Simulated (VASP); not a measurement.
# GaO4 (P4/mmm) in VASP: single point with PBE

Aim: the single point of GaO4 with PBE.

All numbers are computed with VASP 6.6.1; they aren't measurements. Logs are shortened: lines on timing, memory, paths and dates and some standing lists are left out, and cuts for length are marked.

## 1. The cell of the first run

The structure is tetragonal, space group P4/mmm (No. 123). Conventional cell: a = 3.279 Å, b = 3.279 Å, c = 4.874 Å, α = 90.00°, β = 90.00°, γ = 90.00°. Ga (site symmetry 4/mmm) has 2 O at 1.73 Å within 2.3 Å. Within 2.4 Å of O (site symmetry mmm) lie 8 O at 1.79 to 2.32 Å. O (site symmetry 4mm) has 5 O at 1.42 to 1.79 Å and 1 Ga at 1.73 Å within 1.9 Å.

## 2. Single point, PBE

Contents of INCAR:

```
PREC = Accurate ; ENCUT = 520
EDIFF = 1E-6 ; ISMEAR = 0
SIGMA = 0.1 ; LREAL = F
LASPH = T ; NELM = 100
ALGO = Normal ; ISIF = 2
LWAVE = F ; LCHARG = F
GGA = PE ; NBANDS = 26
```

Contents of KPOINTS:

```
Automatic mesh
0
Gamma
  6 6 4
```

Contents of POSCAR:

```
GaO4
1.0
    3.2786314200      0.0000000000      0.0000000000
    0.0000000000      3.2786314200      0.0000000000
    0.0000000000      0.0000000000      4.8742052800
Ga O
1 4
Direct
    0.5000000000      0.5000000000      0.0000000000
    0.0000000000      0.5000000000      0.5000000000
    0.5000000000      0.0000000000      0.5000000000
    0.5000000000      0.5000000000      0.3546315900
    0.5000000000      0.5000000000      0.6453684100
```

Potentials or basis: VASP PAW PBE potentials, release 64 (Ga_d, O).

Launch:

```
> cat potpaw_PBE.64/Ga_d/POTCAR potpaw_PBE.64/O/POTCAR > POTCAR
> mpirun -np 1 vasp_std > vasp.out
```

OUTCAR:

```text
PREC = Accurate
   ENCUT = 520
   EDIFF = 1E-6
   ISMEAR = 0
   LREAL = F
   LASPH = T
   NELM = 100
   ISIF = 2
   GGA = PE

 ion  position               nearest neighbor table
   1  0.500  0.500  0.000-   4 1.73   5 1.73
   2  0.000  0.500  0.500-   4 1.79   5 1.79   4 1.79   5 1.79
   3  0.500  0.000  0.500-   4 1.79   5 1.79   4 1.79   5 1.79
   4  0.500  0.500  0.355-   5 1.42   1 1.73   3 1.79   2 1.79   3 1.79   2 1.79
   5  0.500  0.500  0.645-   4 1.42   1 1.73   3 1.79   2 1.79   3 1.79   2 1.79

  LATTYP: Found a simple tetragonal cell.
 ALAT       =     3.2786314200
 C/A-ratio  =     1.4866585034

  Lattice vectors:

 A1 = (   3.2786314200,   0.0000000000,   0.0000000000)
 A2 = (   0.0000000000,   3.2786314200,   0.0000000000)
 A3 = (   0.0000000000,   0.0000000000,   4.8742052800)

Analysis of symmetry for initial positions (statically):
=====================================================================
 Subroutine PRICEL returns:
 Original cell was already a primitive cell.

 Routine SETGRP: Setting up the symmetry group for a
 simple tetragonal supercell.

 Subroutine GETGRP returns: Found 16 space group operations
 (whereof 16 operations were pure point group operations)
 out of a pool of 16 trial point group operations.

The static configuration has the point symmetry D_4h.

Analysis of symmetry for dynamics (positions and initial velocities):
=====================================================================
 Subroutine PRICEL returns:
 Original cell was already a primitive cell.

 Routine SETGRP: Setting up the symmetry group for a
 simple tetragonal supercell.

 Subroutine GETGRP returns: Found 16 space group operations
 (whereof 16 operations were pure point group operations)
 out of a pool of 16 trial point group operations.

The dynamic configuration has the point symmetry D_4h.

 Subroutine INISYM returns: Found 16 space group operations
 (whereof 16 operations are pure point group operations),
 and found     1 'primitive' translations

----------------------------------------------------------------------------------------

                                     Primitive cell

  volume of cell :      52.3949

  direct lattice vectors                    reciprocal lattice vectors
     3.278631420  0.000000000  0.000000000     0.305005312  0.000000000  0.000000000
     0.000000000  3.278631420  0.000000000     0.000000000  0.305005312  0.000000000
     0.000000000  0.000000000  4.874205280     0.000000000  0.000000000  0.205161650

  length of vectors
     3.278631420  3.278631420  4.874205280     0.305005312  0.305005312  0.205161650

  position of ions in fractional coordinates (direct lattice)
     0.500000000  0.500000000  0.000000000
     0.000000000  0.500000000  0.500000000
     0.500000000  0.000000000  0.500000000
     0.500000000  0.500000000  0.354631590
     0.500000000  0.500000000  0.645368410

  ion indices of the primitive-cell ions
   primitive index   ion index
                 1           1
                 2           2
                 3           3
                 4           4
                 5           5

----------------------------------------------------------------------------------------

 KPOINTS: Automatic mesh

Automatic generation of k-mesh.
 Grid dimensions read from file:
 generate k-points for:    6    6    4

 Generating k-lattice:

  Cartesian coordinates                     Fractional coordinates (reciprocal lattice)
     0.050834219  0.000000000  0.000000000     0.166666667  0.000000000  0.000000000
     0.000000000  0.050834219  0.000000000     0.000000000  0.166666667  0.000000000
     0.000000000  0.000000000  0.051290413     0.000000000  0.000000000  0.250000000

  Length of vectors
     0.050834219  0.050834219  0.051290413

  Shift w.r.t. Gamma in fractional coordinates (k-lattice)
     0.000000000  0.000000000  0.000000000

 Subroutine IBZKPT returns following result:
 ===========================================

 Found     30 irreducible k-points:

 Following reciprocal coordinates:
            Coordinates               Weight
  0.000000  0.000000  0.000000      1.000000
  0.166667  0.000000  0.000000      4.000000
  0.333333  0.000000  0.000000      4.000000
  0.500000  0.000000  0.000000      2.000000
  0.166667  0.166667  0.000000      4.000000
  0.333333  0.166667  0.000000      8.000000
[... 16 lines left out ...]
  0.333333  0.000000  0.500000      4.000000
  0.500000  0.000000  0.500000      2.000000
 [... further k-points ...]
   k-points           NKPTS =     30   k-points in BZ     NKDIM =     30   number of bands    NBANDS=     26
   number of dos      NEDOS =    301   number of ions     NIONS =      5
   total plane-waves  NPLWV =  20736
   dimension x,y,z NGX =    24 NGY =   24 NGZ =   36
   dimension x,y,z NGXF=    48 NGYF=   48 NGZF=   72
   ions per type =               1   4
   NGX,Y,Z   is equivalent  to a cutoff of  12.17, 12.17, 12.28 a.u.
   NGXF,Y,Z  is equivalent  to a cutoff of  24.34, 24.34, 24.56 a.u.
 SYSTEM =  unknown system
   PREC   = accura    normal or accurate (medium, high low for compatibility)
   ISTART =      0    job   : 0-new  1-cont  2-samecut
   ICHARG =      2    charge: 1-file 2-atom 10-const
   ISPIN  =      1    spin polarized calculation?
   LNONCOLLINEAR =      F non collinear calculations
   LSORBIT =      F    spin-orbit coupling
   LASPH  =      T    aspherical Exc in radial PAW
   ENCUT  =  520.0 eV  38.22 Ry    6.18 a.u.   6.10  6.10  9.06*2*pi/ulx,y,z
   NELM   =    100;   NELMIN=  2; NELMDL= -5     # of ELM steps
   EDIFF  = 0.1E-05   stopping-criterion for ELM
   LREAL  =      F    real-space projection
   EDIFFG = 0.1E-04   stopping-criterion for IOM
   NSW    =      0    number of steps for IOM
   IBRION =     -1    ionic relax: 0-MD 1-quasi-New 2-CG
   NFREE  =      0    steps in history (QN), initial steepest desc. (CG)
   ISIF   =      2    stress and relaxation
   ISYM   =      2    0-nonsym 1-usesym 2-fastsym
   POTIM  = 0.5000    time-step for ionic-motion
   TEBEG  =    0.0;   TEEND  =   0.0 temperature during run
   PSTRESS=    0.0 pullay stress
   NELECT =      37.0000    total number of electrons
   NUPDOWN=      -1.0000    fix difference up-down
   EMIN   =  10.00;   EMAX   =-10.00  energy-range for DOS
   EFERMI =   0.00;   METHOD = LEGACY
   ISMEAR =     0;   SIGMA  =   0.10  broadening in eV -4-tet -1-fermi 0-gaus
   EFERMI_NEDOS =   21; number of points for ismear=-14 and -15
   IALGO  =     38    algorithm
   IMIX   =      4    mixing-type and parameters
     AMIX     =   0.40;   BMIX     =  1.00
     AMIX_MAG =   1.60;   BMIX_MAG =  1.00
  volume/ion in A,a.u.               =      10.48        70.72
  Fermi-wavevector in a.u.,A,eV,Ry     =   1.457849  2.754934 28.916766  2.125322
  Thomas-Fermi vector in A             =   2.574602
   LORBIT       =      0    0 simple, 1 ext, 2 COOP (PROOUT), +10 PAW based schemes
   GGA     = PE    functional components
   LHFCALC =     F    Hartree Fock is set to
   AEXX    =    0.0000 exact exchange contribution
   IVDW    =     0    specifies the selected vdW correction
   LEPSILON=     F    determine dielectric tensor
   LRPA    =     F    only Hartree local field effects (RPA)
 non-spin polarized calculation
 Gauss-broadening in eV      SIGMA  =   0.10
  energy-cutoff  :      520.00
  volume of cell :       52.39
 maximum number of plane-waves:      1440
   NGX = 13   NGY = 13   NGZ = 19

 number of electron      37.0000009 magnetization

 Free energy of the ion-electron system (eV)
  ---------------------------------------------------
  ext. energy  EPLUGINS =         0.00000000
  ---------------------------------------------------
  free energy    TOTEN  =       -11.17623822 eV

  energy without entropy =      -11.15731123  energy(sigma->0) =      -11.16677472

 E-fermi :   4.3749     XC(G=0): -10.8062

 val. band max:        4.3692569494   @ k =   0.5000   0.0000   0.5000
 cond. band min:       4.3753656438   @ k =   0.5000   0.1667   0.0000
 fundamental gap:      0.0061086945
 Fermi energy:         4.3749303879

 k-point     1 :       0.0000    0.0000    0.0000
  band No.  band energies     occupation
      1     -22.9992      2.00000
      2     -15.1509      2.00000
      3     -12.8502      2.00000
      4     -12.5343      2.00000
      5     -11.2196      2.00000
      6     -11.2196      2.00000
[... 18 lines left out ...]
     25      13.9659      0.00000
     26      14.0109      0.00000

 k-point     2 :       0.1667    0.0000    0.0000
  band No.  band energies     occupation
      1     -22.8750      2.00000
      2     -15.0943      2.00000
      3     -13.3037      2.00000
      4     -12.7507      2.00000
      5     -11.2616      2.00000
      6     -11.2338      2.00000
[... 18 lines left out ...]
     25      14.0379      0.00000
     26      14.7867      0.00000

 k-point     3 :       0.3333    0.0000    0.0000
  band No.  band energies     occupation
      1     -22.5992      2.00000
      2     -14.9765      2.00000
      3     -14.5529      2.00000
      4     -12.7543      2.00000
      5     -11.3995      2.00000
      6     -11.2640      2.00000
[... 18 lines left out ...]
     25      14.2997      0.00000
     26      15.8993      0.00000

 k-point     4 :       0.5000    0.0000    0.0000
  band No.  band energies     occupation
      1     -22.4439      2.00000
      2     -15.1172      2.00000
      3     -14.9150      2.00000
      4     -12.7473      2.00000
      5     -11.4131      2.00000
      6     -11.2802      2.00000
[... 18 lines left out ...]
     25      14.5770      0.00000
     26      16.9084      0.00000
[... 496 lines left out ...]
      1     -22.7785      2.00000
      2     -16.2137      2.00000
      3     -13.2232      2.00000
      4     -11.9038      2.00000
      5     -11.2621      2.00000
      6     -11.2101      2.00000
[... 18 lines left out ...]
     25      11.8571      0.00000
     26      15.9369      0.00000

 k-point    23 :       0.3333    0.0000    0.5000
  band No.  band energies     occupation
      1     -22.4967      2.00000
      2     -16.1236      2.00000
      3     -14.5564      2.00000
      4     -11.9480      2.00000
      5     -11.2578      2.00000
      6     -11.1880      2.00000
[... 18 lines left out ...]
     25      12.5572      0.00000
     26      16.3319      0.00000

 k-point    24 :       0.5000    0.0000    0.5000
  band No.  band energies     occupation
      1     -22.3370      2.00000
      2     -16.0772      2.00000
      3     -15.1371      2.00000
      4     -11.9375      2.00000
      5     -11.2557      2.00000
      6     -11.1929      2.00000
[... 18 lines left out ...]
     25      13.0884      0.00000
     26      15.2096      0.00000

 [... further k-points ...]

------------------------ aborting loop because EDIFF is reached ----------------------------------------

  FORCE on cell =-STRESS in cart. coord.  units (eV):
  Direction    XX          YY          ZZ          XY          YZ          ZX
  --------------------------------------------------------------------------------------
  -------------------------------------------------------------------------------------
  Total       14.6695847     14.6695847     30.7886469      0.0000000     -0.0000000      0.0000000
  in kB      448.5794697    448.5794697    941.4823367      0.0000000     -0.0000000      0.0000000
  external PRESSURE =     612.8804254 kB  Pullay stress =       0.0000000 kB

 VOLUME and BASIS-vectors are now :
 -----------------------------------------------------------------------------
  energy-cutoff  :      520.00
  volume of cell :       52.39
      direct lattice vectors                 reciprocal lattice vectors
     3.278631420  0.000000000  0.000000000     0.305005312  0.000000000  0.000000000
     0.000000000  3.278631420  0.000000000     0.000000000  0.305005312  0.000000000
     0.000000000  0.000000000  4.874205280     0.000000000  0.000000000  0.205161650

 POSITION                                       TOTAL-FORCE (eV/Angst)
 -----------------------------------------------------------------------------------
      1.63932      1.63932      0.00000         0.000000      0.000000      0.000000
      0.00000      1.63932      2.43710         0.000000      0.000000      0.000000
      1.63932      0.00000      2.43710         0.000000      0.000000      0.000000
      1.63932      1.63932      1.72855         0.000000     -0.000000     -4.234754
      1.63932      1.63932      3.14566         0.000000      0.000000      4.234754
 -----------------------------------------------------------------------------------
    total drift:                                0.000000     -0.000000     -0.000000

  FREE ENERGIE OF THE ION-ELECTRON SYSTEM (eV)
  ---------------------------------------------------
  free  energy   TOTEN  =       -11.1762382182 eV

  energy  without entropy=      -11.1573112298  energy(sigma->0) =      -11.16677472
```

It took 57 s on 1 thread of AMD EPYC 7R43 (Zen 3), shared host; peak memory 0.14 GiB.

What came out:

- Free energy: -11.1762 eV
- Pressure: 61.3 GPa
- Largest force: 4.235 eV/Å

Forces on the atoms (eV/Å):
```
Ga   0.000  0.000  0.000
O    0.000  0.000  0.000
O    0.000  0.000  0.000
O    0.000  0.000 -4.235
O    0.000  0.000  4.235
```

Levels at points of the mesh, in eV from the Fermi level:
```csv
k point,band 16,band 17,band 18,band 19,band 20,band 21,band 22,band 23
"(0.00, 0.00, 0.00)",-2.52,-2.13,-1.32,-1.32,0.54,2.30,2.30,6.93
"(0.50, 0.00, 0.00)",-2.33,-1.93,-1.46,-0.56,0.05,0.69,1.46,2.42
"(0.50, 0.50, 0.00)",-1.68,-1.14,0.45,0.60,1.11,1.11,1.48,1.48
"(0.00, 0.00, 0.50)",-2.97,-2.56,-1.32,-1.32,2.76,2.76,4.17,7.06
"(0.50, 0.00, 0.50)",-2.61,-2.33,-1.87,-1.44,-0.01,1.48,2.78,4.96
"(0.50, 0.50, 0.50)",-2.40,-1.68,-1.13,0.45,1.10,1.10,2.11,2.11
```

Caveat: an odd number of electrons without spin polarisation forces a metal; a magnetic or distorted state may lie lower.
